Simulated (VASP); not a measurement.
SiC, 4 atoms in the cell. The structure is cubic, space group F-43m (No. 216). Conventional cell: a = 4.380 Å, b = 4.380 Å, c = 4.380 Å, α = 90.00°, β = 90.00°, γ = 90.00°. Within 2.5 Å of Si (site symmetry -43m) lie 4 C at 1.90 Å. Within 2.5 Å of C (site symmetry -43m) lie 4 Si at 1.90 Å. 

| Property | Result |
| --- | --- |
| Program | VASP 6.6.1 |
| Task | single point |
| Functional | PBE |
| Potentials or basis | VASP PAW PBE potentials, release 64 (Si, C) |
| Cutoff | 600 eV |
| k mesh | 3 × 6 × 6 |
| Occupations | gaussian, width 0.01 eV |
| Spin | no spin polarisation |
| Dipole correction | no |
| Further INCAR settings | ALGO = Normal; EDIFF = 1e-06; NBANDS = 16 |

Potentials or basis: VASP PAW PBE potentials, release 64 (Si, C).

Run with:

```sh
$ cat potpaw_PBE.64/Si/POTCAR potpaw_PBE.64/C/POTCAR > POTCAR
$ mpirun -np 1 vasp_std > vasp.out
```

Hardware: 1 thread of AMD EPYC 7R13 (shared host).

Task: Estimate the wall time of this run.

Result: Run time: 31 s on 1 thread of AMD EPYC 7R13, on a shared host, peak memory 0.15 GiB. Counts: scf iterations 13, k points 20.
